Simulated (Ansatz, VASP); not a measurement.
## Two plane-wave programs on AlO5

```
CELL_PARAMETERS angstrom
5.21828 0.00000 0.00000
0.00000 5.21828 0.00000
0.00000 0.00000 3.31777
ATOMIC_POSITIONS crystal
Al 0.50000 0.50000 0.50000
O 0.15004 0.15004 0.00000
O 0.84996 0.84996 0.00000
O 0.84996 0.15004 0.00000
O 0.15004 0.84996 0.00000
O 0.50000 0.50000 0.00000
```

Alike in both runs: functional PBE; k mesh 4 × 4 × 5; occupations gaussian, width 0.2 eV; no spin polarisation.

Ansatz relaxed the structure, and its values are those at the end. VASP's run is a single point on that final structure, the one shown.

|  | VASP | Ansatz |
| --- | --- | --- |
| version | VASP 6.6.1 | Ansatz 0.2.0 |
| potentials or method | VASP PAW PBE potentials, release 64 (Al, O), cutoff 600 eV | scalar-relativistic, plane waves, PAW |
| valence electrons in the cell | 33 | 33 |

|  | VASP | Ansatz | Ansatz less VASP |
| --- | --- | --- | --- |
| gap on the k mesh at the Fermi level (eV) | none | none | - |
| pressure (GPa) | 0.4 | 0.2 | -0.19 |
| rms of the force components (eV/Å) | 0.085 | 0.003 | -0.0819 |

A gap of «none» marks a metal or a gap that the smearing closes.

The k mesh is coarse, so the values compare programs but aren't converged.
